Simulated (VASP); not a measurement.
Here is a VASP 6.6.1 calculation.

Contents of POSCAR:

```
Sr3ZnB2
1.0
    3.8977822375      6.7511568722      0.0000000000
   -3.8977822375      6.7511568722      0.0000000000
    0.0000000000      0.0000000000      3.5216392353
B Sr Zn
2 3 1
Direct
    0.3333333333      0.3333333333      0.0000000000
    0.6666666667      0.6666666667      0.0000000000
    0.5000000000      0.5000000000      0.5000000000
    0.5000000000      0.0000000000      0.5000000000
    0.0000000000      0.5000000000      0.5000000000
    0.0000000000      0.0000000000      0.0000000000
```

INCAR.step1

```
ALGO = Normal
EDIFF = 1E-5
ENCUT = 550
GGA = PE
GGA_COMPAT = False
ISMEAR = -1
LASPH = True
LCHARG = False
LREAL = False
LWAVE = True
NBANDS = 33
NELM = 120
PREC = Accurate
SIGMA = 0.0562
```

Contents of INCAR.step2:

```
ALGO = Normal
EDIFF = 1E-6
ENCUT = 550
GGA_COMPAT = False
ISIF = 2
ISMEAR = -1
ISTART = 1
LASPH = True
LCHARG = False
LMIXTAU = True
LREAL = False
LWAVE = False
METAGGA = R2SCAN
NBANDS = 33
NELM = 120
PREC = Accurate
SIGMA = 0.0562
```

File KPOINTS:

```
k-points
0
Gamma
  7 7 9
```

Potentials or basis: VASP PAW PBE potentials, release 64 (B, Sr_sv, Zn).

Run with:

```sh
$ cat potpaw_PBE.64/B/POTCAR potpaw_PBE.64/Sr_sv/POTCAR potpaw_PBE.64/Zn/POTCAR > POTCAR
$ cp INCAR.step1 INCAR
$ mpirun -np 1 vasp_std > vasp.out
$ cp INCAR.step2 INCAR
$ mpirun -np 1 vasp_std > vasp.out
```

Q: Estimate the band gap on the k mesh.

A: Zero (bands 24 and 25 overlap by 0.29 eV).

Q: What does it give for the pressure?

A: 0.1 GPa.

Caveat: the PAW data sets were made with another functional, which shifts forces and pressure a little.
